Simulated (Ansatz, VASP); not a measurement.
**Nb in VASP and in Ansatz**

```
CELL_PARAMETERS angstrom
1.43185 0.82668 7.88561
-1.43185 0.82668 7.88561
0.00000 -1.65336 7.88561
ATOMIC_POSITIONS crystal
Nb 0.00000 0.00000 0.00000
Nb 0.22227 0.22227 0.22227
Nb 0.77773 0.77773 0.77773
```

Alike in both runs: functional PBE; k mesh 18 × 18 × 18; occupations gaussian, width 0.1 eV; no spin polarisation.

Ansatz relaxed the structure, and its values are those at the end. VASP's run is a single point on that final structure, the one shown.

|  | VASP | Ansatz |
| --- | --- | --- |
| version | VASP 6.6.1 | Ansatz 0.2.0 |
| potentials or method | VASP PAW PBE potentials, release 64 (Nb_sv), cutoff 520 eV | scalar-relativistic, plane waves, PAW |
| valence electrons in the cell | 39 | 39 |

|  | VASP | Ansatz | Ansatz less VASP |
| --- | --- | --- | --- |
| gap on the k mesh at the Fermi level (eV) | none | none | - |
| pressure (GPa) | -0.3 | 0.0 | +0.32 |

A gap of «none» marks a metal or a gap that the smearing closes.
